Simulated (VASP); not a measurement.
# GdMn (Pm-3m) in VASP: further runs, part 2 of 2

VASP 6.6.1.

## Step 3: Single point, PBEsol, collinear spin, ferrimagnetic start

This run uses another cell than the first one, of 20.87 Å³/atom, 1.018 times its volume.

File INCAR:

```
  PREC = Accurate
  ENCUT = 520
  EDIFF = 1E-6
  ISMEAR = 0
  SIGMA = 0.05
  LREAL = False
  LASPH = True
  NELM = 150
  ALGO = Normal
  ISIF = 2
  LWAVE = False
  LCHARG = True
  ISPIN = 2
  MAGMOM = 7.9 -3.7
  LORBIT = 11
  LMAXMIX = 6
  GGA = PS
  LELF = True
  LVHAR = True
  NBANDS = 26
```

File KPOINTS:

```
Automatic mesh
0
Gamma
  10 10 10
```

File POSCAR:

```
GdMn
1.0
    3.4686282288      0.0000000000      0.0000000000
    0.0000000000      3.4686282288      0.0000000000
    0.0000000000      0.0000000000      3.4686282288
Gd Mn
1 1
Direct
    0.0000000000      0.0000000000      0.0000000000
    0.5000000000      0.5000000000      0.5000000000
```

Potentials or basis: VASP PAW PBE potentials, release 64 (Gd, Mn_pv).

Launch:

```sh
$ cat potpaw_PBE.64/Gd/POTCAR potpaw_PBE.64/Mn_pv/POTCAR > POTCAR
$ mpirun -np 1 vasp_std > vasp.out
```

OUTCAR:

```text
PREC = Accurate
   ENCUT = 520
   EDIFF = 1E-6
   ISMEAR = 0
   LREAL = False
   LASPH = True
   NELM = 150
   ISIF = 2
   ISPIN = 2
   LORBIT = 11
   GGA = PS

 ion  position               nearest neighbor table
   1  0.000  0.000  0.000-   2 3.00   2 3.00   2 3.00   2 3.00   2 3.00   2 3.00   2 3.00   2 3.00

   2  0.500  0.500  0.500-   1 3.00   1 3.00   1 3.00   1 3.00   1 3.00   1 3.00   1 3.00   1 3.00

  LATTYP: Found a simple cubic cell.
 ALAT       =     3.4686282288

  Lattice vectors:

 A1 = (   3.4686282288,   0.0000000000,   0.0000000000)
 A2 = (   0.0000000000,   3.4686282288,   0.0000000000)
 A3 = (   0.0000000000,   0.0000000000,   3.4686282288)

Analysis of symmetry for initial positions (statically):
=====================================================================
 Subroutine PRICEL returns:
 Original cell was already a primitive cell.

 Routine SETGRP: Setting up the symmetry group for a
 simple cubic supercell.

 Subroutine GETGRP returns: Found 48 space group operations
 (whereof 48 operations were pure point group operations)
 out of a pool of 48 trial point group operations.

The static configuration has the point symmetry O_h .

Analysis of symmetry for dynamics (positions and initial velocities):
=====================================================================
 Subroutine PRICEL returns:
 Original cell was already a primitive cell.

 Routine SETGRP: Setting up the symmetry group for a
 simple cubic supercell.

 Subroutine GETGRP returns: Found 48 space group operations
 (whereof 48 operations were pure point group operations)
 out of a pool of 48 trial point group operations.

The dynamic configuration has the point symmetry O_h .

Analysis of structural, dynamic, and magnetic symmetry:
=====================================================================
 Subroutine PRICEL returns:
 Original cell was already a primitive cell.

 Routine SETGRP: Setting up the symmetry group for a
 simple cubic supercell.

 Subroutine GETGRP returns: Found 48 space group operations
 (whereof 48 operations were pure point group operations)
 out of a pool of 48 trial point group operations.

The overall configuration has the point symmetry O_h .

 Subroutine INISYM returns: Found 48 space group operations
 (whereof 48 operations are pure point group operations),
 and found     1 'primitive' translations

----------------------------------------------------------------------------------------

                                     Primitive cell

  volume of cell :      41.7324

  direct lattice vectors                    reciprocal lattice vectors
     3.468628229  0.000000000  0.000000000     0.288298409  0.000000000  0.000000000
     0.000000000  3.468628229  0.000000000     0.000000000  0.288298409  0.000000000
     0.000000000  0.000000000  3.468628229     0.000000000  0.000000000  0.288298409

  length of vectors
     3.468628229  3.468628229  3.468628229     0.288298409  0.288298409  0.288298409

  position of ions in fractional coordinates (direct lattice)
     0.000000000  0.000000000  0.000000000
     0.500000000  0.500000000  0.500000000

  ion indices of the primitive-cell ions
   primitive index   ion index
                 1           1
                 2           2
[... 66 lines left out ...]
   ISPIN  =      2    spin polarized calculation?
   LNONCOLLINEAR =      F non collinear calculations
   LSORBIT =      F    spin-orbit coupling
   LASPH  =      T    aspherical Exc in radial PAW
   ENCUT  =  520.0 eV  38.22 Ry    6.18 a.u.   6.45  6.45  6.45*2*pi/ulx,y,z
   NELM   =    150;   NELMIN=  2; NELMDL= -5     # of ELM steps
   EDIFF  = 0.1E-05   stopping-criterion for ELM
   LREAL  =      F    real-space projection
   EDIFFG = 0.1E-04   stopping-criterion for IOM
   NSW    =      0    number of steps for IOM
   IBRION =     -1    ionic relax: 0-MD 1-quasi-New 2-CG
   NFREE  =      0    steps in history (QN), initial steepest desc. (CG)
   ISIF   =      2    stress and relaxation
   ISYM   =      2    0-nonsym 1-usesym 2-fastsym
   POTIM  = 0.5000    time-step for ionic-motion
   TEBEG  =    0.0;   TEEND  =   0.0 temperature during run
   PSTRESS=    0.0 pullay stress
   NELECT =      31.0000    total number of electrons
   NUPDOWN=      -1.0000    fix difference up-down
   EMIN   =  10.00;   EMAX   =-10.00  energy-range for DOS
   EFERMI =   0.00;   METHOD = LEGACY
   ISMEAR =     0;   SIGMA  =   0.05  broadening in eV -4-tet -1-fermi 0-gaus
   EFERMI_NEDOS =   21; number of points for ismear=-14 and -15
   IALGO  =     38    algorithm
   IMIX   =      4    mixing-type and parameters
     AMIX     =   0.40;   BMIX     =  1.00
     AMIX_MAG =   1.60;   BMIX_MAG =  1.00
  volume/ion in A,a.u.               =      20.87       140.81
  Fermi-wavevector in a.u.,A,eV,Ry     =   1.482647  2.801796 29.908883  2.198241
  Thomas-Fermi vector in A             =   2.596407
   LORBIT       =     11    0 simple, 1 ext, 2 COOP (PROOUT), +10 PAW based schemes
   GGA     = PS    functional components
   LHFCALC =     F    Hartree Fock is set to
   AEXX    =    0.0000 exact exchange contribution
   IVDW    =     0    specifies the selected vdW correction
   LEPSILON=     F    determine dielectric tensor
   LRPA    =     F    only Hartree local field effects (RPA)
 spin polarized calculation
 Gauss-broadening in eV      SIGMA  =   0.05
  energy-cutoff  :      520.00
  volume of cell :       41.73
 maximum number of plane-waves:      1141
 NGX is ok and might be reduce to    28
   NGX = 13   NGY = 13   NGZ = 13

 number of electron      30.9999990 magnetization       4.1033006

 Free energy of the ion-electron system (eV)
  ---------------------------------------------------
  ext. energy  EPLUGINS =         0.00000000
  ---------------------------------------------------
  free energy    TOTEN  =       -21.21341326 eV

  energy without entropy =      -21.20900901  energy(sigma->0) =      -21.21121114

 E-fermi :   4.9978     XC(G=0): -11.4946

 val. band max:        4.9966653801   @ k =   0.4000   0.2000   0.2000
 cond. band min:       5.0031535498   @ k =   0.5000   0.4000   0.4000
 fundamental gap:      0.0064881697
 Fermi energy:         4.9978201866

 spin component 1

 k-point     1 :       0.0000    0.0000    0.0000
  band No.  band energies     occupation
      1     -40.9987      1.00000
      2     -40.9987      1.00000
      3     -40.9987      1.00000
      4     -39.6565      1.00000
      5     -16.8500      1.00000
      6     -16.8500      1.00000
[... 685 lines left out ...]
     25       9.9572      0.00000
     26      11.6595      0.00000

 [... further k-points ...]

 spin component 2

 k-point     1 :       0.0000    0.0000    0.0000
  band No.  band energies     occupation
      1     -44.3672      1.00000
      2     -44.3672      1.00000
      3     -44.3672      1.00000
      4     -36.4587      1.00000
      5     -14.4763      1.00000
      6     -14.4763      1.00000
[... 685 lines left out ...]
     25      10.7604      0.00000
     26      12.3855      0.00000

 [... further k-points ...]

------------------------ aborting loop because EDIFF is reached ----------------------------------------

  FORCE on cell =-STRESS in cart. coord.  units (eV):
  Direction    XX          YY          ZZ          XY          YZ          ZX
  --------------------------------------------------------------------------------------
  -------------------------------------------------------------------------------------
  Total       -0.2936292     -0.2936292     -0.2936292     -0.0000000     -0.0000000      0.0000000
  in kB      -11.2729237    -11.2729237    -11.2729237     -0.0000000     -0.0000000      0.0000000
  external PRESSURE =     -11.2729237 kB  Pullay stress =       0.0000000 kB

 VOLUME and BASIS-vectors are now :
 -----------------------------------------------------------------------------
  energy-cutoff  :      520.00
  volume of cell :       41.73
      direct lattice vectors                 reciprocal lattice vectors
     3.468628229  0.000000000  0.000000000     0.288298409  0.000000000  0.000000000
     0.000000000  3.468628229  0.000000000     0.000000000  0.288298409  0.000000000
     0.000000000  0.000000000  3.468628229     0.000000000  0.000000000  0.288298409

 POSITION                                       TOTAL-FORCE (eV/Angst)
 -----------------------------------------------------------------------------------
      0.00000      0.00000      0.00000         0.000000      0.000000      0.000000
      1.73431      1.73431      1.73431         0.000000      0.000000      0.000000
 -----------------------------------------------------------------------------------
    total drift:                                0.000000      0.000000      0.000000

  FREE ENERGIE OF THE ION-ELECTRON SYSTEM (eV)
  ---------------------------------------------------
  free  energy   TOTEN  =       -21.2134132644 eV

  energy  without entropy=      -21.2090090120  energy(sigma->0) =      -21.21121114

 total charge

# of ion       s       p       d       f       tot
--------------------------------------------------
    1        2.071   5.554   0.678   6.971  15.273
    2        0.391   6.165   5.008   0.000  11.564
--------------------------------------------------
tot          2.462  11.719   5.686   6.971  26.837

 magnetization (x)

# of ion       s       p       d       f       tot
--------------------------------------------------
    1        0.017  -0.077   0.254   6.800   6.994
    2       -0.056   0.007  -3.206   0.000  -3.255
--------------------------------------------------
tot         -0.040  -0.070  -2.952   6.800   3.739
```

OSZICAR:

```text
N       E                     dE             d eps       ncg     rms          rms(c)
DAV:   1     0.208339492266E+03    0.20834E+03   -0.13304E+04  8096   0.597E+03
DAV:   2     0.102339886190E+02   -0.19811E+03   -0.17557E+03  7394   0.552E+02
[... 25 lines left out ...]
DAV:  28    -0.212135626407E+02    0.20505E-03   -0.29449E-04  8044   0.449E-01    0.479E-01
DAV:  29    -0.212133348792E+02    0.22776E-03   -0.12243E-03  7304   0.886E-01    0.265E-01
DAV:  30    -0.212134294230E+02   -0.94544E-04   -0.26960E-04  9856   0.280E-01    0.229E-01
DAV:  31    -0.212134048541E+02    0.24569E-04   -0.12334E-04  8670   0.262E-01    0.172E-01
DAV:  32    -0.212134126333E+02   -0.77792E-05   -0.32056E-05  9888   0.897E-02    0.166E-01
DAV:  33    -0.212134132644E+02   -0.63108E-06   -0.79093E-06  8530   0.396E-02
   1 F= -.21213413E+02 E0= -.21211211E+02  d E =-.440425E-02  mag=     4.1051
```

Run time: 8.5 min. Hardware: 1 thread of Oxide Virtual Turin-like, shared host; peak memory 0.22 GiB.

What came out:

| Quantity | Value |
| --- | --- |
| Free energy | -21.2134 eV |
| Pressure | -1.1 GPa |
| Net moment | 4.10 μB per cell |
| Site moments | Gd +6.99; Mn -3.25 μB |
| Valence electrons inside the program's atomic spheres | Gd 15.27; Mn 11.56 |

Caveat: the PAW data sets were made with another functional, which shifts forces and pressure a little; spin-orbit coupling is left out, which moves the levels of the heavy elements; without U or exact exchange the open f shell lies at the Fermi level, which spoils levels, moments and volumes. The state reached can hang on the start; a lower one may exist.

## Step 4: Single point, PBEsol, collinear spin, ferrimagnetic start (volume scaled by 1.020)

File INCAR:

```
PREC = Accurate
ENCUT = 520
EDIFF = 1E-6
ISMEAR = 0
SIGMA = 0.05
LREAL = F
LASPH = T
NELM = 150
ALGO = Normal
ISIF = 2
LWAVE = F
LCHARG = T
ISPIN = 2
MAGMOM = 7.89 -3.61
LORBIT = 11
LMAXMIX = 6
GGA = PS
LELF = T
LVHAR = T
NBANDS = 26
```

KPOINTS is that of step 3.

File POSCAR:

```
GdMn
1.0
    3.4703629459      0.0000000000      0.0000000000
    0.0000000000      3.4703629459      0.0000000000
    0.0000000000      0.0000000000      3.4703629459
Gd Mn
1 1
Direct
    0.0000000000      0.0000000000      0.0000000000
    0.5000000000      0.5000000000      0.5000000000
```

Launch:

```sh
$ cat potpaw_PBE.64/Gd/POTCAR potpaw_PBE.64/Mn_pv/POTCAR > POTCAR
$ mpirun -np 1 vasp_std > vasp.out
```

It took 8.7 min on 1 thread of Oxide Virtual Turin-like, shared host; peak memory 0.22 GiB.

The run converged. Its results:

* Free energy: -21.2131 eV
* Pressure: -0.9 GPa
* Net moment: 4.10 μB per cell
* Site moments: Gd +7.00; Mn -3.26 μB
* Valence electrons inside the program's atomic spheres: Gd 15.27; Mn 11.56

Levels at points of the mesh, in eV from the Fermi level:
Spin up:
```
           k point  band 13  band 14  band 15  band 16  band 17  band 18  band 19  band 20  band 21  band 22
(0.00, 0.00, 0.00)    -4.26    -4.26    -4.23    -2.24    -2.24     0.75     0.75     0.75     2.49     2.49
(0.50, 0.00, 0.00)    -4.20    -4.20    -3.05    -2.01    -0.09    -0.04     0.87     0.87     1.26     1.82
(0.50, 0.50, 0.00)    -4.21    -4.19    -3.35    -2.06    -0.38    -0.38     1.53     1.53     1.57     1.62
(0.50, 0.50, 0.50)    -4.22    -4.22    -1.62    -1.62    -1.62     0.22     0.22     0.22     1.60     1.60
```
Spin down:
```
           k point  band 11  band 12  band 13  band 14  band 15  band 16
(0.00, 0.00, 0.00)    -2.02    -2.02    -2.02     0.96     0.96     0.96
(0.50, 0.00, 0.00)    -2.11    -2.11    -1.94    -0.72     1.03     1.03
(0.50, 0.50, 0.00)    -2.53    -1.45    -0.80     0.61     0.61     0.94
(0.50, 0.50, 0.50)    -1.43    -1.43    -1.30    -1.30    -1.30     0.44
```

Caveat: the cell differs from its parent crystal (volume scaled by 1.020); the PAW data sets were made with another functional, which shifts forces and pressure a little; spin-orbit coupling is left out, which moves the levels of the heavy elements; without U or exact exchange the open f shell lies at the Fermi level, which spoils levels, moments and volumes. The state reached can hang on the start; a lower one may exist.

## Step 5: Single point, PBEsol, collinear spin, ferrimagnetic start (volume scaled by 1.040)

File INCAR:

```
PREC = Accurate ; ENCUT = 520
EDIFF = 1E-6 ; ISMEAR = 0
SIGMA = 0.05 ; LREAL = F
LASPH = T ; NELM = 150
ALGO = Normal ; ISIF = 2
LWAVE = F ; LCHARG = T
ISPIN = 2 ; MAGMOM = 7.9 -3.67
LORBIT = 11 ; LMAXMIX = 6
GGA = PS ; LELF = T
LVHAR = T ; NBANDS = 26
```

File KPOINTS:

```
regular mesh
0
Gamma
  10 10 10
```

File POSCAR:

```
GdMn
1.0
    3.4928984016      0.0000000000      0.0000000000
    0.0000000000      3.4928984016      0.0000000000
    0.0000000000      0.0000000000      3.4928984016
Gd Mn
1 1
Direct
    0.0000000000      0.0000000000      0.0000000000
    0.5000000000      0.5000000000      0.5000000000
```

Launch:

```sh
$ cat potpaw_PBE.64/Gd/POTCAR potpaw_PBE.64/Mn_pv/POTCAR > POTCAR
$ mpirun -np 1 vasp_std > vasp.out
```

It took 6.7 min on 1 thread of Oxide Virtual Turin-like, shared host; peak memory 0.23 GiB.

The run converged. Its results:

```
Free energy                                           : -21.2062 eV
Pressure                                              : -1.8 GPa
Net moment                                            : 4.06 μB per cell
Site moments                                          : Gd +7.00; Mn -3.31 μB
Valence electrons inside the program's atomic spheres : Gd 15.26; Mn 11.54
```

Levels at points of the mesh, in eV from the Fermi level:
Spin up:
| k point | band 13 | band 14 | band 15 | band 16 | band 17 | band 18 | band 19 | band 20 | band 21 | band 22 |
| --- | --- | --- | --- | --- | --- | --- | --- | --- | --- | --- |
| (0.00, 0.00, 0.00) | -4.32 | -4.32 | -4.29 | -2.18 | -2.18 | 0.76 | 0.76 | 0.76 | 2.45 | 2.45 |
| (0.50, 0.00, 0.00) | -4.26 | -4.26 | -3.05 | -2.05 | -0.07 | -0.03 | 0.87 | 0.87 | 1.26 | 1.79 |
| (0.50, 0.50, 0.00) | -4.27 | -4.26 | -3.30 | -2.03 | -0.35 | -0.35 | 1.44 | 1.44 | 1.55 | 1.60 |
| (0.50, 0.50, 0.50) | -4.28 | -4.28 | -1.59 | -1.59 | -1.59 | 0.21 | 0.21 | 0.21 | 1.58 | 1.58 |
Spin down:
| k point | band 10 | band 11 | band 12 | band 13 | band 14 | band 15 | band 16 | band 17 |
| --- | --- | --- | --- | --- | --- | --- | --- | --- |
| (0.00, 0.00, 0.00) | -3.25 | -2.06 | -2.06 | -2.06 | 0.91 | 0.91 | 0.91 | 0.92 |
| (0.50, 0.00, 0.00) | -2.56 | -2.15 | -2.15 | -1.99 | -0.79 | 0.97 | 0.98 | 1.02 |
| (0.50, 0.50, 0.00) | -2.55 | -2.55 | -1.50 | -0.86 | 0.57 | 0.57 | 0.89 | 0.93 |
| (0.50, 0.50, 0.50) | -2.33 | -1.48 | -1.48 | -1.27 | -1.27 | -1.27 | 0.40 | 0.93 |

Caveat: the cell differs from its parent crystal (volume scaled by 1.040); the PAW data sets were made with another functional, which shifts forces and pressure a little; spin-orbit coupling is left out, which moves the levels of the heavy elements; without U or exact exchange the open f shell lies at the Fermi level, which spoils levels, moments and volumes. The state reached can hang on the start; a lower one may exist.

## Step 6: The runs side by side

| cell | k mesh | gap on the mesh (eV) | pressure (GPa) | moment (μB) |
| --- | --- | --- | --- | --- |
| a = 3.448 Å, 2 atoms | 10 × 10 × 10, shifted | none | -0.1 | 4.15 |
| a = 3.469 Å, 2 atoms | 10 × 10 × 10 | none | -1.1 | 4.10 |
| a = 3.470 Å, 2 atoms | 10 × 10 × 10 | none | -0.9 | 4.10 |
| a = 3.493 Å, 2 atoms | 10 × 10 × 10 | none | -1.8 | 4.06 |

Alike in all rows: task single point; level PBEsol; potentials or basis VASP PAW PBE potentials, release 64 (Gd, Mn_pv); spin collinear, ferrimagnetic start; cutoff (eV) 520; smearing gaussian 0.05 eV.

Caveats: the PAW data sets were made with another functional, which shifts forces and pressure a little; spin-orbit coupling is left out, which moves the levels of the heavy elements; without U or exact exchange the open f shell lies at the Fermi level, which spoils levels, moments and volumes.

Absolute energies hang on the potentials; compare differences alone.
